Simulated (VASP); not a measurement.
Here is a VASP 6.6.1 calculation.

File INCAR:

```
SYSTEM = CaMn2Bi2
PREC = Accurate
ENCUT = 520
EDIFF = 1E-6
ISMEAR = 0
SIGMA = 0.05
LREAL = .False.
LASPH = .True.
NELM = 150
ALGO = Normal
ISIF = 2
LWAVE = .False.
LCHARG = .False.
ISPIN = 2
MAGMOM = 0 3.5 -3.5 0 0
LORBIT = 11
LMAXMIX = 4
NBANDS = 45
KPAR = 4
```

The input KPOINTS:

```
regular mesh
0
Gamma
  12 12 6
  0 0 0
```

Contents of POSCAR:

```
CaMn2Bi2
1.0
    4.1964178034      0.0000000000      0.0000000000
   -2.0982089017      3.6342044226      0.0000000000
    0.0000000000      0.0000000000      7.7602755270
Ca Mn Bi
1 2 2
Direct
    0.0000000000      0.0000000000      0.0000000000
    0.6666666667      0.3333333333      0.5991374277
    0.3333333333      0.6666666667      0.4008625723
    0.6666666667      0.3333333333      0.2573867333
    0.3333333333      0.6666666667      0.7426132667
```

Potentials or basis: VASP PAW LDA potentials, release 64 (Ca_sv, Mn_pv, Bi_d).

Command:

```bash
$ cat potpaw_LDA.64/Ca_sv/POTCAR potpaw_LDA.64/Mn_pv/POTCAR potpaw_LDA.64/Bi_d/POTCAR > POTCAR
$ mpirun -np 4 vasp_std > vasp.out
```

**Question.** What does it give for the site moments?

**Answer.** Ca +0.00; Mn +3.29, -3.29; Bi +0.01, -0.01 μB.

**Question.** Estimate the net moment.

**Answer.** 0.00 μB per cell.

**Question.** What does it give for the band gap on the k mesh?

**Answer.** Zero (filled and empty bands overlap).

**Question.** Estimate the largest force.

**Answer.** 0.650 eV/Å.

Stress tensor (GPa, compression positive):
```
 2.85  0.00  0.00
 0.00  2.85  0.00
 0.00  0.00 -1.77
```

Caveat: the antiferromagnetic order is the one typed at the start, and another may lie lower; spin-orbit coupling is left out, which moves the levels of the heavy elements.
